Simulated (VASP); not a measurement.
A run of VASP 6.6.1:

File INCAR:

```
PREC = Accurate ; ENCUT = 520
EDIFF = 1E-7 ; ISMEAR = 0
SIGMA = 0.012 ; LREAL = F
LASPH = T ; NELM = 100
ALGO = Fast ; ISIF = 2
LWAVE = F ; LCHARG = F
GGA = PE ; NBANDS = 13
```

Contents of KPOINTS:

```
Automatic mesh
0
Gamma
  12 12 12
```

File POSCAR:

```
Mo
1.0
   -1.5838089719      1.5838089719      1.5838089719
    1.5838089719     -1.5838089719      1.5838089719
    1.5838089719      1.5838089719     -1.5838089719
Mo
1
Direct
    0.0000000000      0.0000000000      0.0000000000
```

Potentials or basis: VASP PAW PBE potentials, release 64 (Mo_sv).

Launch:

```console
$ cat potpaw_PBE.64/Mo_sv/POTCAR > POTCAR
$ mpirun -np 1 vasp_std > vasp.out
```

Hardware: 1 thread of Intel(R) Xeon(R) Platinum 8259CL CPU @ 2.50GHz (Skylake/Cascade Lake), with other jobs on the host.

Question: How long does it take, and how much memory?

Answer: Run time: 17 s on 1 thread of Intel(R) Xeon(R) Platinum 8259CL CPU @ 2.50GHz (Skylake/Cascade Lake), with other jobs on the host, peak memory 0.13 GiB. Counts: scf iterations 15, k points 72.
